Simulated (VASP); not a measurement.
Here is a VASP 6.6.1 calculation.

File INCAR:

```
SYSTEM = Cs2AgBiBr6
PREC     = Accurate       ! precision mode
ENCUT    = 520            ! plane-wave cutoff, eV
EDIFF    = 1E-7           ! SCF threshold, eV
ISMEAR   = -1             ! smearing method
SIGMA    = 0.05           ! smearing width, eV
LREAL    = .False.        ! projectors in reciprocal space
LASPH    = .True.         ! aspherical terms in the spheres
NELM     = 80             ! most SCF steps
ALGO     = Normal         ! electronic algorithm
ISIF     = 2              ! what is computed and relaxed
LWAVE    = .False.        ! write WAVECAR
LCHARG   = .False.        ! write CHGCAR
GGA      = PS             ! functional
NBANDS   = 54             ! bands
```

The input KPOINTS:

```
regular mesh
0
Gamma
  4 4 4
  0 0 0
```

File POSCAR:

```
Cs2AgBiBr6
1.0
    0.0000000000      5.5936884961      5.5936884961
    5.5936884961      0.0000000000      5.5936884961
    5.5936884961      5.5936884961      0.0000000000
Bi Cs Ag Br
1 2 1 6
Direct
    0.0000000000      0.0000000000      0.0000000000
    0.7500000000      0.7500000000      0.7500000000
    0.2500000000      0.2500000000      0.2500000000
    0.5000000000      0.5000000000      0.5000000000
    0.7460856993      0.7460856993      0.2539143007
    0.2539143007      0.2539143007      0.7460856993
    0.7460856993      0.2539143007      0.2539143007
    0.7460856993      0.2539143007      0.7460856993
    0.2539143007      0.7460856993      0.7460856993
    0.2539143007      0.7460856993      0.2539143007
```

Potentials or basis: VASP PAW PBE potentials, release 64 (Bi_d, Cs_sv, Ag, Br).

The run is started by

```console
$ cat potpaw_PBE.64/Bi_d/POTCAR potpaw_PBE.64/Cs_sv/POTCAR potpaw_PBE.64/Ag/POTCAR potpaw_PBE.64/Br/POTCAR > POTCAR
$ mpirun -np 1 vasp_std > vasp.out
```

Question: Predict the band gap on the k mesh.

Answer: 1.10 eV (least direct gap 2.33 eV).

Question: What does it give for the largest force?

Answer: 0.006 eV/Å.

Question: Predict the pressure.

Answer: 0.0 GPa.

Forces on the atoms (eV/Å):
```
Bi   0.000  0.000  0.000
Cs   0.000  0.000  0.000
Cs   0.000  0.000  0.000
Ag   0.000  0.000  0.000
Br   0.000  0.000 -0.006
Br   0.000  0.000  0.006
Br   0.006  0.000  0.000
Br   0.000 -0.006  0.000
Br  -0.006  0.000  0.000
Br   0.000  0.006  0.000
```

Caveat: the PAW data sets were made with another functional, which shifts forces and pressure a little; spin-orbit coupling is left out, which moves the levels of the heavy elements. PBEsol gaps usually lie below the measured ones, often by a third to a half.
